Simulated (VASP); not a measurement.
A run of VASP 6.6.1:

File INCAR:

```
PREC = Accurate ; ENCUT = 520
EDIFF = 1E-7 ; ISMEAR = 0
SIGMA = 0.1 ; LREAL = False
LASPH = True ; NELM = 80
ALGO = Normal ; ISIF = 2
LWAVE = False ; LCHARG = False
GGA = PE ; NBANDS = 22
```

Contents of KPOINTS:

```
regular mesh
0
Gamma
  12 12 12
```

File POSCAR:

```
Y2Os
1.0
    0.0000000000      3.3896823000      3.3896823000
    3.3896823000      0.0000000000      3.3896823000
    3.3896823000      3.3896823000      0.0000000000
Y Os
2 1
Direct
    0.2500000000      0.2500000000      0.2500000000
    0.7500000000      0.7500000000      0.7500000000
    0.0000000000      0.0000000000      0.0000000000
```

Potentials or basis: VASP PAW PBE potentials, release 64 (Y_sv, Os).

Command:

```sh
$ cat potpaw_PBE.64/Y_sv/POTCAR potpaw_PBE.64/Os/POTCAR > POTCAR
$ mpirun -np 1 vasp_std > vasp.out
```

Hardware: 1 thread of Oxide Virtual Turin-like Processor, with other jobs on the host.

Question: Estimate the wall time of this run.

Answer: Run time: 4.9 min on 1 thread of Oxide Virtual Turin-like Processor, with other jobs on the host, peak memory 0.27 GiB. Counts: scf iterations 18, k points 72.
